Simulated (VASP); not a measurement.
RbP2:

```xyz
3
Lattice="0.0000 3.3309 3.3309 3.3309 0.0000 3.3309 3.3309 3.3309 0.0000" Properties=species:S:1:pos:R:3 pbc="T T T"
Rb    0.0000    0.0000    0.0000
P     1.6655    1.6655    1.6655
P     4.9964    4.9964    4.9964
```

```yaml
Program: VASP 6.6.1
Task: relaxation of cell and atoms
Functional: PBE
Potentials_or_basis: VASP PAW PBE potentials, release 64 (Rb_sv, P)
Cutoff: 600 eV
k_mesh: 4 × 4 × 4
Occupations: gaussian, width 0.1 eV
Spin: no spin polarisation
```

At the start: pressure 7.3 GPa; volume 24.64 Å³/atom.

Problem. Where does the relaxation end?

Solution. Over 4 steps the energy falls by 107.3 meV/atom and the volume is 30.33 Å³/atom (+23.1 %); space group Fm-3m (No. 225, to 0.05 Å).

Step by step:
| step | energy change (eV) | largest force (eV/Å) | pressure (GPa) | volume (Å³) |
| --- | --- | --- | --- | --- |
| 1 | 0.0000 | 0.0000 | 7.33 | 73.91 |
| 2 | -0.3068 | 0.0000 | 1.21 | 86.64 |
| 3 | -0.3202 | 0.0000 | -0.35 | 92.34 |
| 4 | -0.3218 | 0.0000 | -0.05 | 90.98 |

Final structure:
```yaml
crystal:
  lattice:
    - [0.00000, 3.56976, 3.56976]
    - [3.56976, 0.00000, 3.56976]
    - [3.56976, 3.56976, 0.00000]
  atoms:
    - { symbol: Rb, position: [0.00000, 0.00000, 0.00000] }
    - { symbol: P, position: [0.25000, 0.25000, 0.25000] }
    - { symbol: P, position: [0.75000, 0.75000, 0.75000] }
```

Caveat: the k points lie up to 0.38 Å⁻¹ apart in the final cell; the volume moved by over 15 % at a fixed basis, so the end points are rough.
